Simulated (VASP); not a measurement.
# AlN (P6_3/mmc) in VASP: single point with PBE

Aim: the single point of AlN with PBE.

All numbers are computed with VASP 6.6.1; they aren't measurements. Logs are shortened: lines on timing, memory, paths and dates and some standing lists are left out, and cuts for length are marked.

### Step 1. The cell of the first run

Symmetry: P6_3/mmc, No. 194, hexagonal system. Conventional cell: a = 2.803 Å, b = 2.803 Å, c = 3.442 Å, α = 90.00°, β = 90.00°, γ = 120.00°. Within 2.2 Å of Al (site symmetry -6m2) lie 5 N at 1.62 to 1.72 Å. Within 2.2 Å of N (site symmetry -6m2) lie 5 Al at 1.62 to 1.72 Å.

### Step 2. Single point, PBE (5.85 Å³/atom)

POSCAR reads:

```
AlN
1.0
    2.8030977793      0.0000000000      0.0000000000
   -1.4015488896      2.4275538862      0.0000000000
    0.0000000000      0.0000000000      3.4415996048
Al N
2 2
Direct
    0.3333333333      0.6666666667     -0.0620002097
    0.6666666667      0.3333333333      0.4379997903
    0.3333333333      0.6666666667      0.4380002097
    0.6666666667      0.3333333333      0.9380002097
```

INCAR.step1 reads:

```
SYSTEM = AlN
PREC = Accurate
ENCUT = 520
EDIFF = 1E-6
ISMEAR = -1
SIGMA = 0.05
LREAL = .FALSE.
LASPH = .TRUE.
NELM = 120
ALGO = Normal
ISIF = 2
LWAVE = .FALSE.
LCHARG = .TRUE.
GGA = PE
NBANDS = 16
GGA_COMPAT = .FALSE.
NEDOS = 2001
LORBIT = 11
```

KPOINTS.step1 reads:

```
Automatic mesh
0
G
  13 13 7
  0 0 0
```

INCAR.step2 reads:

```
SYSTEM = AlN
PREC = Accurate
ENCUT = 520
EDIFF = 1E-6
ISMEAR = -5
SIGMA = 0.05
LREAL = .FALSE.
LASPH = .TRUE.
NELM = 120
ALGO = Normal
ISIF = 2
LWAVE = .FALSE.
LCHARG = .FALSE.
GGA = PE
LORBIT = 11
NEDOS = 2001
ICHARG = 11
GGA_COMPAT = .FALSE.
```

KPOINTS.step2 reads:

```
Automatic mesh
0
G
  20 20 11
  0 0 0
```

Potentials or basis: VASP PAW PBE potentials, release 64 (Al, N).

On the command line:

```bash
cat potpaw_PBE.64/Al/POTCAR potpaw_PBE.64/N/POTCAR > POTCAR
cp INCAR.step1 INCAR
cp KPOINTS.step1 KPOINTS
mpirun -np 1 vasp_std > vasp.out
cp INCAR.step2 INCAR
cp KPOINTS.step2 KPOINTS
mpirun -np 1 vasp_std > vasp.out
```

OUTCAR:

```text
SYSTEM = AlN
   PREC = Accurate
   ENCUT = 520
   EDIFF = 1E-6
   ISMEAR = -5
   LREAL = .FALSE.
   LASPH = .TRUE.
   NELM = 120
   ISIF = 2
   GGA = PE
   LORBIT = 11
   ICHARG = 11

 ion  position               nearest neighbor table
   1  0.333  0.667  0.938-   4 1.62   4 1.62   4 1.62   3 1.72   3 1.72   2 2.36   2 2.36   2 2.36
                             2 2.36   2 2.36   2 2.36
   2  0.667  0.333  0.438-   3 1.62   3 1.62   3 1.62   4 1.72   4 1.72   1 2.36   1 2.36   1 2.36
                             1 2.36   1 2.36   1 2.36
   3  0.333  0.667  0.438-   2 1.62   2 1.62   2 1.62   1 1.72   1 1.72
   4  0.667  0.333  0.938-   1 1.62   1 1.62   1 1.62   2 1.72   2 1.72

  LATTYP: Found a hexagonal cell.
 ALAT       =     2.8030977793
 C/A-ratio  =     1.2277843571

  Lattice vectors:

 A1 = (   2.8030977793,   0.0000000000,   0.0000000000)
 A2 = (  -1.4015488896,   2.4275538862,   0.0000000000)
 A3 = (   0.0000000000,   0.0000000000,   3.4415996048)

Analysis of symmetry for initial positions (statically):
=====================================================================
 Subroutine PRICEL returns:
 Original cell was already a primitive cell.

 Routine SETGRP: Setting up the symmetry group for a
 hexagonal supercell.

 Subroutine GETGRP returns: Found 24 space group operations
 (whereof  6 operations were pure point group operations)
 out of a pool of 24 trial point group operations.

The static configuration has the point symmetry C_3v.
 The point group associated with its full space group is D_6h.

Analysis of symmetry for dynamics (positions and initial velocities):
=====================================================================
 Subroutine PRICEL returns:
 Original cell was already a primitive cell.

 Routine SETGRP: Setting up the symmetry group for a
 hexagonal supercell.

 Subroutine GETGRP returns: Found 24 space group operations
 (whereof  6 operations were pure point group operations)
 out of a pool of 24 trial point group operations.

The dynamic configuration has the point symmetry C_3v.
 The point group associated with its full space group is D_6h.

 Subroutine INISYM returns: Found 24 space group operations
 (whereof  6 operations are pure point group operations),
 and found     1 'primitive' translations

----------------------------------------------------------------------------------------

                                     Primitive cell

  volume of cell :      23.4190

  direct lattice vectors                    reciprocal lattice vectors
     2.803097779  0.000000000  0.000000000     0.356748169  0.205968651  0.000000000
    -1.401548890  2.427553886  0.000000000     0.000000000  0.411937303  0.000000000
     0.000000000  0.000000000  3.441599605     0.000000000  0.000000000  0.290562562

  length of vectors
     2.803097779  2.803097779  3.441599605     0.411937303  0.411937303  0.290562562

  position of ions in fractional coordinates (direct lattice)
     0.333333333  0.666666667  0.937999790
     0.666666667  0.333333333  0.437999790
     0.333333333  0.666666667  0.438000210
     0.666666667  0.333333333  0.938000210

  ion indices of the primitive-cell ions
   primitive index   ion index
                 1           1
                 2           2
                 3           3
                 4           4

----------------------------------------------------------------------------------------

 KPOINTS: Automatic mesh

Automatic generation of k-mesh.
 Grid dimensions read from file:
 generate k-points for:   20   20   11

 Generating k-lattice:

  Cartesian coordinates                     Fractional coordinates (reciprocal lattice)
     0.017837408  0.010298433  0.000000000     0.050000000 -0.000000000  0.000000000
     0.000000000  0.020596865  0.000000000     0.000000000  0.050000000  0.000000000
     0.000000000  0.000000000  0.026414778     0.000000000  0.000000000  0.090909091

  Length of vectors
     0.020596865  0.020596865  0.026414778

  Shift w.r.t. Gamma in fractional coordinates (k-lattice)
     0.000000000  0.000000000  0.000000000

 TETIRR: Found   4310 inequivalent tetrahedra from    26400

 Subroutine IBZKPT returns following result:
 ===========================================

 Found    264 irreducible k-points:

 Following reciprocal coordinates:
            Coordinates               Weight
  0.000000  0.000000  0.000000      1.000000
  0.050000 -0.000000  0.000000      6.000000
  0.100000  0.000000  0.000000      6.000000
  0.150000 -0.000000  0.000000      6.000000
  0.200000  0.000000  0.000000      6.000000
  0.250000 -0.000000  0.000000      6.000000
[... 16 lines left out ...]
  0.200000  0.100000  0.000000     12.000000
  0.250000  0.100000  0.000000     12.000000
 [... further k-points ...]
   k-points           NKPTS =    264   k-points in BZ     NKDIM =    264   number of bands    NBANDS=     12
   number of dos      NEDOS =   2001   number of ions     NIONS =      4
   total plane-waves  NPLWV =  16128
   dimension x,y,z NGX =    24 NGY =   24 NGZ =   28
   dimension x,y,z NGXF=    48 NGYF=   48 NGZF=   56
   ions per type =               2   2
   NGX,Y,Z   is equivalent  to a cutoff of  14.23, 14.23, 13.53 a.u.
   NGXF,Y,Z  is equivalent  to a cutoff of  28.47, 28.47, 27.05 a.u.
 SYSTEM =  AlN
   PREC   = accura    normal or accurate (medium, high low for compatibility)
   ISTART =      0    job   : 0-new  1-cont  2-samecut
   ICHARG =     11    charge: 1-file 2-atom 10-const
   ISPIN  =      1    spin polarized calculation?
   LNONCOLLINEAR =      F non collinear calculations
   LSORBIT =      F    spin-orbit coupling
   LASPH  =      T    aspherical Exc in radial PAW
   ENCUT  =  520.0 eV  38.22 Ry    6.18 a.u.   5.21  5.21  6.40*2*pi/ulx,y,z
   NELM   =    120;   NELMIN=  2; NELMDL=  0     # of ELM steps
   EDIFF  = 0.1E-05   stopping-criterion for ELM
   LREAL  =      F    real-space projection
   EDIFFG = 0.1E-04   stopping-criterion for IOM
   NSW    =      0    number of steps for IOM
   IBRION =     -1    ionic relax: 0-MD 1-quasi-New 2-CG
   NFREE  =      0    steps in history (QN), initial steepest desc. (CG)
   ISIF   =      2    stress and relaxation
   ISYM   =      2    0-nonsym 1-usesym 2-fastsym
   POTIM  = 0.5000    time-step for ionic-motion
   TEBEG  =    0.0;   TEEND  =   0.0 temperature during run
   PSTRESS=    0.0 pullay stress
   NELECT =      16.0000    total number of electrons
   NUPDOWN=      -1.0000    fix difference up-down
   EMIN   =  10.00;   EMAX   =-10.00  energy-range for DOS
   EFERMI =   0.00;   METHOD = LEGACY
   ISMEAR =    -5;   SIGMA  =   0.05  broadening in eV -4-tet -1-fermi 0-gaus
   EFERMI_NEDOS =   21; number of points for ismear=-14 and -15
   IALGO  =     38    algorithm
   IMIX   =      4    mixing-type and parameters
     AMIX     =   0.40;   BMIX     =  1.00
     AMIX_MAG =   1.60;   BMIX_MAG =  1.00
  volume/ion in A,a.u.               =       5.85        39.51
  Fermi-wavevector in a.u.,A,eV,Ry     =   1.441869  2.724736 28.286307  2.078985
  Thomas-Fermi vector in A             =   2.560453
   LORBIT       =     11    0 simple, 1 ext, 2 COOP (PROOUT), +10 PAW based schemes
   GGA     = PE    functional components
   LHFCALC =     F    Hartree Fock is set to
   AEXX    =    0.0000 exact exchange contribution
   IVDW    =     0    specifies the selected vdW correction
   LEPSILON=     F    determine dielectric tensor
   LRPA    =     F    only Hartree local field effects (RPA)
 non-spin polarized calculation
 Fermi weights with tetrahedron method with Bloechl corrections
  energy-cutoff  :      520.00
  volume of cell :       23.42
 maximum number of plane-waves:       656
 NGX is ok and might be reduce to    24

 number of electron      16.0000000 magnetization

 Free energy of the ion-electron system (eV)
  ---------------------------------------------------
  ext. energy  EPLUGINS =         0.00000000
  ---------------------------------------------------
  free energy    TOTEN  =       -19.24392932 eV

  energy without entropy =      -19.24392932  energy(sigma->0) =      -19.24392932

 E-fermi :  15.4271     XC(G=0): -13.7355

 val. band max:       15.4254740642   @ k =   0.0000   0.0000   0.0000
 cond. band min:      19.5199450676   @ k =   0.3500   0.3000   0.0000
 fundamental gap:      4.0944710033
 Fermi energy:        15.4270922593

 k-point     1 :       0.0000    0.0000    0.0000
  band No.  band energies     occupation
      1      -6.3424      2.00000
      2       0.5944      2.00000
      3       4.9593      2.00000
      4      10.1994      2.00000
      5      10.1995      2.00000
      6      12.4346      2.00000
      7      12.4346      2.00000
      8      15.4255      2.00000
      9      22.0520      0.00000
     10      24.7514      0.00000
     11      27.0486      0.00000
     12      27.0486      0.00000

 k-point     2 :       0.0500   -0.0000    0.0000
  band No.  band energies     occupation
      1      -6.2952      2.00000
      2       0.5948      2.00000
      3       5.0016      2.00000
      4      10.0673      2.00000
      5      10.1281      2.00000
      6      12.3417      2.00000
      7      12.4969      2.00000
      8      15.3326      2.00000
      9      22.1365      0.00000
     10      24.8794      0.00000
     11      27.0963      0.00000
     12      27.1276      0.00000
[... 301 lines left out ...]
 k-point    23 :       0.2000    0.1000    0.0000
  band No.  band energies     occupation
      1      -5.0731      2.00000
      2       0.3492      2.00000
      3       6.1118      2.00000
      4       7.7712      2.00000
      5       8.7529      2.00000
      6      11.4075      2.00000
      7      13.0245      2.00000
      8      13.2562      2.00000
      9      22.1404      0.00000
     10      24.1086      0.00000
     11      27.0014      0.00000
     12      28.0446      0.00000

 k-point    24 :       0.2500    0.1000    0.0000
  band No.  band energies     occupation
      1      -4.6115      2.00000
      2       0.1294      2.00000
      3       6.5406      2.00000
      4       7.1324      2.00000
      5       8.6556      2.00000
      6      11.1071      2.00000
      7      12.5842      2.00000
      8      13.1312      2.00000
      9      21.8384      0.00000
     10      23.2902      0.00000
     11      27.5799      0.00000
     12      27.7126      0.00000

 [... further k-points ...]
[... 5 lines left out ...]
  --------------------------------------------------------------------------------------
  -------------------------------------------------------------------------------------
  Total       44.3597380     44.3597380     44.4133097      0.0000000     -0.0000000      0.0000000
  in kB     3034.8140452   3034.8140453   3038.4790823      0.0000001     -0.0000000      0.0000000
  external PRESSURE =    3036.0357242 kB  Pullay stress =       0.0000000 kB

 VOLUME and BASIS-vectors are now :
 -----------------------------------------------------------------------------
  energy-cutoff  :      520.00
  volume of cell :       23.42
      direct lattice vectors                 reciprocal lattice vectors
     2.803097779  0.000000000  0.000000000     0.356748169  0.205968651  0.000000000
    -1.401548890  2.427553886  0.000000000     0.000000000  0.411937303  0.000000000
     0.000000000  0.000000000  3.441599605     0.000000000  0.000000000  0.290562562

 POSITION                                       TOTAL-FORCE (eV/Angst)
 -----------------------------------------------------------------------------------
     -0.00000      1.61837      3.22822        -0.000000      0.000000     -0.000000
      1.40155      0.80918      1.50742        -0.000000      0.000000     -0.000000
     -0.00000      1.61837      1.50742        -0.000000      0.000000      0.000000
      1.40155      0.80918      3.22822         0.000000     -0.000000     -0.000000
 -----------------------------------------------------------------------------------
    total drift:                               -0.000000      0.000000     -0.001744

  FREE ENERGIE OF THE ION-ELECTRON SYSTEM (eV)
  ---------------------------------------------------
  free  energy   TOTEN  =       -19.2439293248 eV

  energy  without entropy=      -19.2439293248  energy(sigma->0) =      -19.24392932

 total charge

# of ion       s       p       d       tot
------------------------------------------
    1        0.470   0.808   0.000   1.277
    2        0.470   0.808   0.000   1.277
    3        1.312   3.121   0.000   4.433
    4        1.312   3.121   0.000   4.433
--------------------------------------------------
tot          3.564   7.856   0.000  11.420
```

It took 62 s on 1 thread of Intel Xeon 8259CL, shared host; peak memory 0.19 GiB.

Results:

- Valence electrons inside the program's atomic spheres: Al 1.28; N 4.43
